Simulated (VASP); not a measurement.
# C (Cmme) in VASP: single point with LDA

Aim: the single point of C with LDA.

Program: VASP 6.6.1. These are calculated values, not measurements. Logs are shortened: lines on timing, memory, paths and dates and some standing lists are left out, and cuts for length are marked.

## (1) The cell of the first run

The structure is orthorhombic, space group Cmme (No. 67). Conventional cell: a = 2.446 Å, b = 4.233 Å, c = 13.171 Å, α = 90.00°, β = 90.00°, γ = 90.00°. C (site symmetry m) has 3 C at 1.41 Å within 1.9 Å. C (site symmetry m) has 3 C at 1.41 Å within 1.9 Å.

## (2) Single point, LDA (the distance across one plane changed)

INCAR reads:

```
SYSTEM = C
ALGO = Fast ; EDIFF = 1E-7
ENCUT = 520 ; GGA = CA
ISIF = 2 ; ISMEAR = 0
LASPH = .True. ; LCHARG = .True.
LELF = .True. ; LREAL = .False.
LVHAR = .True. ; LWAVE = .False.
NBANDS = 26 ; NELM = 60
PREC = Accurate ; SIGMA = 0.15
```

KPOINTS reads:

```
k-points
0
Gamma
  22 22 4
  0 0 0
```

POSCAR reads:

```
C
1.0
   -1.2227748566      2.1167364796      0.0000000000
   -1.2227748566     -2.1167364796      0.0000000000
    0.0000000000      0.0000000000     13.1706447952
C
8
Direct
    0.9166982410      0.0833017590      0.1278472410
    0.9166982410      0.0833017590      0.6392362051
    0.4166982410      0.5833017590      0.8949306871
    0.4166982410      0.5833017590      0.3835417230
    0.0833017590      0.9166982410      0.8949306871
    0.0833017590      0.9166982410      0.3835417230
    0.5833017590      0.4166982410      0.1278472410
    0.5833017590      0.4166982410      0.6392362051
```

Potentials or basis: VASP PAW LDA potentials, release 64 (C).

Started as:

```bash
$ cat potpaw_LDA.64/C/POTCAR > POTCAR
$ mpirun -np 1 vasp_std > vasp.out
```

OUTCAR:

```text
SYSTEM = C
   EDIFF = 1E-7
   ENCUT = 520
   GGA = CA
   ISIF = 2
   ISMEAR = 0
   LASPH = .True.
   LREAL = .False.
   NELM = 60
   PREC = Accurate

 ion  position               nearest neighbor table
   1  0.917  0.083  0.128-   7 1.41   7 1.41   7 1.41
   2  0.917  0.083  0.639-   8 1.41   8 1.41   8 1.41
   3  0.417  0.583  0.895-   5 1.41   5 1.41   5 1.41
   4  0.417  0.583  0.384-   6 1.41   6 1.41   6 1.41
   5  0.083  0.917  0.895-   3 1.41   3 1.41   3 1.41
   6  0.083  0.917  0.384-   4 1.41   4 1.41   4 1.41
   7  0.583  0.417  0.128-   1 1.41   1 1.41   1 1.41
   8  0.583  0.417  0.639-   2 1.41   2 1.41   2 1.41

  LATTYP: Found a base centered orthorhombic cell.
 ALAT       =     2.4455497132
 B/A-ratio  =     1.7310925786
 C/A-ratio  =     5.3855559444

  Lattice vectors:

 A1 = (  -1.2227748566,   2.1167364796,   0.0000000000)
 A2 = (  -1.2227748566,  -2.1167364796,   0.0000000000)
 A3 = (   0.0000000000,   0.0000000000,  13.1706447952)

Analysis of symmetry for initial positions (statically):
=====================================================================
 Subroutine PRICEL returns:
 Original cell was already a primitive cell.

 Routine SETGRP: Setting up the symmetry group for a
 base centered orthorhombic supercell.

 Subroutine GETGRP returns: Found  8 space group operations
 (whereof  2 operations were pure point group operations)
 out of a pool of  8 trial point group operations.

The static configuration has the point symmetry C_1h.
 The point group associated with its full space group is D_2h.

Analysis of symmetry for dynamics (positions and initial velocities):
=====================================================================
 Subroutine PRICEL returns:
 Original cell was already a primitive cell.

 Routine SETGRP: Setting up the symmetry group for a
 base centered orthorhombic supercell.

 Subroutine GETGRP returns: Found  8 space group operations
 (whereof  2 operations were pure point group operations)
 out of a pool of  8 trial point group operations.

The dynamic configuration has the point symmetry C_1h.
 The point group associated with its full space group is D_2h.

 Subroutine INISYM returns: Found  8 space group operations
 (whereof  2 operations are pure point group operations),
 and found     1 'primitive' translations

----------------------------------------------------------------------------------------

                                     Primitive cell

  volume of cell :      68.1790

  direct lattice vectors                    reciprocal lattice vectors
    -1.222774857  2.116736480  0.000000000    -0.408906020  0.236212682  0.000000000
    -1.222774857 -2.116736480  0.000000000    -0.408906020 -0.236212682  0.000000000
     0.000000000  0.000000000 13.170644795     0.000000000  0.000000000  0.075926427

  length of vectors
     2.444535063  2.444535063 13.170644795     0.472229355  0.472229355  0.075926427

  position of ions in fractional coordinates (direct lattice)
     0.916698241  0.083301759  0.127847241
     0.916698241  0.083301759  0.639236205
     0.416698241  0.583301759  0.894930687
     0.416698241  0.583301759  0.383541723
     0.083301759  0.916698241  0.894930687
     0.083301759  0.916698241  0.383541723
     0.583301759  0.416698241  0.127847241
     0.583301759  0.416698241  0.639236205

  ion indices of the primitive-cell ions
   primitive index   ion index
                 1           1
                 2           2
                 3           3
                 4           4
                 5           5
                 6           6
                 7           7
                 8           8

----------------------------------------------------------------------------------------

 KPOINTS: k-points

Automatic generation of k-mesh.
 Grid dimensions read from file:
 generate k-points for:   22   22    4

 Generating k-lattice:

  Cartesian coordinates                     Fractional coordinates (reciprocal lattice)
    -0.018586637  0.010736940  0.000000000     0.045454545  0.000000000  0.000000000
    -0.018586637 -0.010736940  0.000000000     0.000000000  0.045454545  0.000000000
     0.000000000  0.000000000  0.018981607     0.000000000  0.000000000  0.250000000

  Length of vectors
     0.021464971  0.021464971  0.018981607

  Shift w.r.t. Gamma in fractional coordinates (k-lattice)
     0.000000000  0.000000000  0.000000000

 Subroutine IBZKPT returns following result:
 ===========================================

 Found    399 irreducible k-points:

 Following reciprocal coordinates:
            Coordinates               Weight
  0.000000  0.000000  0.000000      1.000000
  0.045455 -0.000000  0.000000      4.000000
  0.090909 -0.000000  0.000000      4.000000
  0.136364 -0.000000  0.000000      4.000000
  0.181818 -0.000000  0.000000      4.000000
  0.227273 -0.000000  0.000000      4.000000
[... 16 lines left out ...]
  0.500000  0.045455  0.000000      4.000000
 -0.454545  0.045455  0.000000      4.000000
 [... further k-points ...]
   k-points           NKPTS =    399   k-points in BZ     NKDIM =    399   number of bands    NBANDS=     26
   number of dos      NEDOS =    301   number of ions     NIONS =      8
   total plane-waves  NPLWV =  31752
   dimension x,y,z NGX =    18 NGY =   18 NGZ =   98
   dimension x,y,z NGXF=    36 NGYF=   36 NGZF=  196
   ions per type =               8
   NGX,Y,Z   is equivalent  to a cutoff of  12.24, 12.24, 12.37 a.u.
   NGXF,Y,Z  is equivalent  to a cutoff of  24.48, 24.48, 24.74 a.u.
 SYSTEM =  C
   PREC   = accura    normal or accurate (medium, high low for compatibility)
   ISTART =      0    job   : 0-new  1-cont  2-samecut
   ICHARG =      2    charge: 1-file 2-atom 10-const
   ISPIN  =      1    spin polarized calculation?
   LNONCOLLINEAR =      F non collinear calculations
   LSORBIT =      F    spin-orbit coupling
   LASPH  =      T    aspherical Exc in radial PAW
   ENCUT  =  520.0 eV  38.22 Ry    6.18 a.u.   4.55  4.55 24.49*2*pi/ulx,y,z
   NELM   =     60;   NELMIN=  2; NELMDL= -5     # of ELM steps
   EDIFF  = 0.1E-06   stopping-criterion for ELM
   LREAL  =      F    real-space projection
   EDIFFG = 0.1E-05   stopping-criterion for IOM
   NSW    =      0    number of steps for IOM
   IBRION =     -1    ionic relax: 0-MD 1-quasi-New 2-CG
   NFREE  =      0    steps in history (QN), initial steepest desc. (CG)
   ISIF   =      2    stress and relaxation
   ISYM   =      2    0-nonsym 1-usesym 2-fastsym
   POTIM  = 0.5000    time-step for ionic-motion
   TEBEG  =    0.0;   TEEND  =   0.0 temperature during run
   PSTRESS=    0.0 pullay stress
   NELECT =      32.0000    total number of electrons
   NUPDOWN=      -1.0000    fix difference up-down
   EMIN   =  10.00;   EMAX   =-10.00  energy-range for DOS
   EFERMI =   0.00;   METHOD = LEGACY
   ISMEAR =     0;   SIGMA  =   0.15  broadening in eV -4-tet -1-fermi 0-gaus
   EFERMI_NEDOS =   21; number of points for ismear=-14 and -15
   IALGO  =     68    algorithm
   IMIX   =      4    mixing-type and parameters
     AMIX     =   0.40;   BMIX     =  1.00
     AMIX_MAG =   1.60;   BMIX_MAG =  1.00
  volume/ion in A,a.u.               =       8.52        57.51
  Fermi-wavevector in a.u.,A,eV,Ry     =   1.272257  2.404216 22.022892  1.618637
  Thomas-Fermi vector in A             =   2.405145
   LORBIT       =      0    0 simple, 1 ext, 2 COOP (PROOUT), +10 PAW based schemes
   GGA     = CA    functional components
   LHFCALC =     F    Hartree Fock is set to
   AEXX    =    0.0000 exact exchange contribution
   IVDW    =     0    specifies the selected vdW correction
   LEPSILON=     F    determine dielectric tensor
   LRPA    =     F    only Hartree local field effects (RPA)
 non-spin polarized calculation
 RMM-DIIS sequential band-by-band and
 Gauss-broadening in eV      SIGMA  =   0.15
  energy-cutoff  :      520.00
  volume of cell :       68.18
 maximum number of plane-waves:      1869
   NGX =  9   NGY =  9   NGZ = 49

 number of electron      31.9999991 magnetization

 Free energy of the ion-electron system (eV)
  ---------------------------------------------------
  ext. energy  EPLUGINS =         0.00000000
  ---------------------------------------------------
  free energy    TOTEN  =       -80.86373369 eV

  energy without entropy =      -80.86264801  energy(sigma->0) =      -80.86319085

 E-fermi :   4.8547     XC(G=0): -10.9183

 val. band max:        4.7966138810   @ k =   0.3636   0.3636   0.5000
 cond. band min:       4.9026200805   @ k =   0.3636   0.3636   0.2500
 fundamental gap:      0.1060061996
 Fermi energy:         4.8546670940

 k-point     1 :       0.0000    0.0000    0.0000
  band No.  band energies     occupation
      1     -14.7978      2.00000
      2     -14.6242      2.00000
      3     -14.5667      2.00000
      4     -14.3952      2.00000
      5      -3.9931      2.00000
      6      -3.0650      2.00000
[... 18 lines left out ...]
     25      13.3622      0.00000
     26      13.4015      0.00000

 k-point     2 :       0.0455   -0.0000    0.0000
  band No.  band energies     occupation
      1     -14.7480      2.00000
      2     -14.5748      2.00000
      3     -14.5175      2.00000
      4     -14.3465      2.00000
      5      -3.9317      2.00000
      6      -3.0052      2.00000
[... 18 lines left out ...]
     25      13.5690      0.00000
     26      13.5726      0.00000

 k-point     3 :       0.0909   -0.0000    0.0000
  band No.  band energies     occupation
      1     -14.5985      2.00000
      2     -14.4267      2.00000
      3     -14.3699      2.00000
      4     -14.2006      2.00000
      5      -3.7479      2.00000
      6      -2.8263      2.00000
[... 18 lines left out ...]
     25      14.1864      0.00000
     26      14.1895      0.00000

 k-point     4 :       0.1364   -0.0000    0.0000
  band No.  band energies     occupation
      1     -14.3499      2.00000
      2     -14.1805      2.00000
      3     -14.1244      2.00000
      4     -13.9579      2.00000
      5      -3.4426      2.00000
      6      -2.5296      2.00000
[... 18 lines left out ...]
     25      15.1380      0.00000
     26      15.1725      0.00000

 k-point     5 :       0.1818   -0.0000    0.0000
  band No.  band energies     occupation
      1     -14.0030      2.00000
      2     -13.8370      2.00000
      3     -13.7820      2.00000
      4     -13.6192      2.00000
      5      -3.0178      2.00000
      6      -2.1174      2.00000
[... 18 lines left out ...]
     25      14.0719      0.00000
     26      14.3119      0.00000

 k-point     6 :       0.2273   -0.0000    0.0000
  band No.  band energies     occupation
      1     -13.5589      2.00000
      2     -13.3972      2.00000
      3     -13.3436      2.00000
      4     -13.1857      2.00000
      5      -2.4767      2.00000
      6      -1.9400      2.00000
[... 427 lines left out ...]
 k-point    21 :       0.4091    0.0455    0.0000
  band No.  band energies     occupation
      1     -10.3977      2.00000
      2     -10.2688      2.00000
      3     -10.2261      2.00000
      4     -10.1052      2.00000
      5      -7.2488      2.00000
      6      -7.1470      2.00000
[... 18 lines left out ...]
     25      14.2778      0.00000
     26      16.4137      0.00000

 k-point    22 :       0.4545    0.0455    0.0000
  band No.  band energies     occupation
      1      -9.5258      2.00000
      2      -9.4221      2.00000
      3      -9.3900      2.00000
      4      -9.3053      2.00000
      5      -8.2132      2.00000
      6      -8.1291      2.00000
[... 18 lines left out ...]
     25      15.3876      0.00000
     26      16.5683      0.00000

 k-point    23 :       0.5000    0.0455    0.0000
  band No.  band energies     occupation
      1      -9.5252      2.00000
      2      -9.4214      2.00000
      3      -9.3892      2.00000
      4      -9.3045      2.00000
      5      -8.2125      2.00000
      6      -8.1296      2.00000
[... 18 lines left out ...]
     25      15.3893      0.00000
     26      16.6942      0.00000

 k-point    24 :      -0.4545    0.0455    0.0000
  band No.  band energies     occupation
      1     -10.3973      2.00000
      2     -10.2680      2.00000
      3     -10.2252      2.00000
      4     -10.1040      2.00000
      5      -7.2485      2.00000
      6      -7.1479      2.00000
[... 18 lines left out ...]
     25      14.2787      0.00000
     26      16.2582      0.00000

 [... further k-points ...]

------------------------ aborting loop because EDIFF is reached ----------------------------------------

  FORCE on cell =-STRESS in cart. coord.  units (eV):
  Direction    XX          YY          ZZ          XY          YZ          ZX
  --------------------------------------------------------------------------------------
  -------------------------------------------------------------------------------------
  Total        0.5793909      0.4327595      0.4127736      0.0000000     -0.0000000      0.0000000
  in kB       13.6154488     10.1696695      9.7000103      0.0000000     -0.0000000      0.0000000
  external PRESSURE =      11.1617095 kB  Pullay stress =       0.0000000 kB

 VOLUME and BASIS-vectors are now :
 -----------------------------------------------------------------------------
  energy-cutoff  :      520.00
  volume of cell :       68.18
      direct lattice vectors                 reciprocal lattice vectors
    -1.222774857  2.116736480  0.000000000    -0.408906020  0.236212682  0.000000000
    -1.222774857 -2.116736480  0.000000000    -0.408906020 -0.236212682  0.000000000
     0.000000000  0.000000000 13.170644795     0.000000000  0.000000000  0.075926427

 POSITION                                       TOTAL-FORCE (eV/Angst)
 -----------------------------------------------------------------------------------
     -1.22277      1.76408      1.68383         0.000000     -0.010465      0.077715
     -1.22277      1.76408      8.41915         0.000000     -0.009438      0.000102
     -1.22277     -0.35266     11.78681         0.000000     -0.010465     -0.077715
     -1.22277     -0.35266      5.05149         0.000000     -0.009438     -0.000102
     -1.22277     -1.76408     11.78681         0.000000      0.010465     -0.077715
     -1.22277     -1.76408      5.05149         0.000000      0.009438     -0.000102
     -1.22277      0.35266      1.68383         0.000000      0.010465      0.077715
     -1.22277      0.35266      8.41915         0.000000      0.009438      0.000102
 -----------------------------------------------------------------------------------
    total drift:                                0.000000      0.000000     -0.000003

  FREE ENERGIE OF THE ION-ELECTRON SYSTEM (eV)
  ---------------------------------------------------
  free  energy   TOTEN  =       -80.8637336942 eV

  energy  without entropy=      -80.8626480062  energy(sigma->0) =      -80.86319085
```

Run time: 23 min. Hardware: 1 thread of Oxide Virtual Turin-like, shared host; peak memory 0.47 GiB.

What came out:

```
Free energy            : -80.8637 eV
Pressure               : 1.1 GPa
Largest force          : 0.078 eV/Å
Band gap on the k mesh : zero (bands 16 and 17 overlap by 0.24 eV)
```

Forces in eV/Å, atoms in the order of the input:
```
C    0.000 -0.010  0.078
C    0.000 -0.009  0.000
C    0.000 -0.010 -0.078
C    0.000 -0.009  0.000
C    0.000  0.010 -0.078
C    0.000  0.009  0.000
C    0.000  0.010  0.078
C    0.000  0.009  0.000
```

Stress tensor (GPa, compression positive):
```
1.36 0.00 0.00
0.00 1.02 0.00
0.00 0.00 0.97
```

Caveat: the cell differs from its parent crystal (the distance across one plane changed).

The gap in the log of VASP goes by the Fermi energy; the results here count the filled bands.